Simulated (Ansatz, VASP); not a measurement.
**One calculation of Be, two programs**

File INCAR:

```
SYSTEM = Be
PREC = Accurate
ENCUT = 520
EDIFF = 1E-7
ISMEAR = 1
SIGMA = 0.6
LREAL = .FALSE.
LASPH = .TRUE.
NELM = 60
ALGO = Normal
ISIF = 2
LWAVE = .FALSE.
LCHARG = .FALSE.
GGA = PE
NBANDS = 9
```

The input KPOINTS:

```
Automatic mesh
0
G
  16 16 9
  0 0 0
```

File POSCAR:

```
Be
1.0
    2.2656737714      0.0000000000      0.0000000000
   -1.1328368857      1.9621310427      0.0000000000
    0.0000000000      0.0000000000      3.5587036811
Be
2
Direct
    0.3333333333      0.6666666667      0.2500000000
    0.6666666667      0.3333333333      0.7500000000
```

Input for Ansatz:

```yaml
crystal:
  lattice:
    - [2.2656737714, 0.0, 0.0]
    - [-1.1328368857, 1.9621310427, 0.0]
    - [0.0, 0.0, 3.5587036811]
  atoms:
    - { symbol: Be, position: [0.3333333333, 0.6666666667, 0.25] }
    - { symbol: Be, position: [0.6666666667, 0.3333333333, 0.75] }
hamiltonian:
  xc: pbe
  pseudopotentials:
    kind: paw
    azcp:
      Be: "pseudopotentials/Be.paw.azcp"
basis:
  ecutwfc: 420
  fft_grid_basis: typed
kpoints:
  mp_grid: { grid: [16, 16, 9], shift: [0, 0, 0] }
magnetization:
  spin_polarized: false
scf:
  occupations: { method: methfessel_paxton, width: 0.6 }
  lower_state_search: "off"
output:
  stress: true
```

Alike in both runs: task single point; functional PBE; k mesh 16 × 16 × 9; occupations methfessel-paxton of order 1, width 0.6 eV; no spin polarisation.

|  | VASP | Ansatz |
| --- | --- | --- |
| version | VASP 6.6.1 | Ansatz 0.2.0 |
| potentials or method | VASP PAW PBE potentials, release 64 (Be), cutoff 520 eV | plane waves (420 eV) with PAW, scalar-relativistic |
| valence electrons in the cell | 4 | 4 |

Ansatz gave:

- pressure (GPa): 0.0

Problem. What did VASP give for the same quantities?

Solution. Pressure (GPa): 0.1.
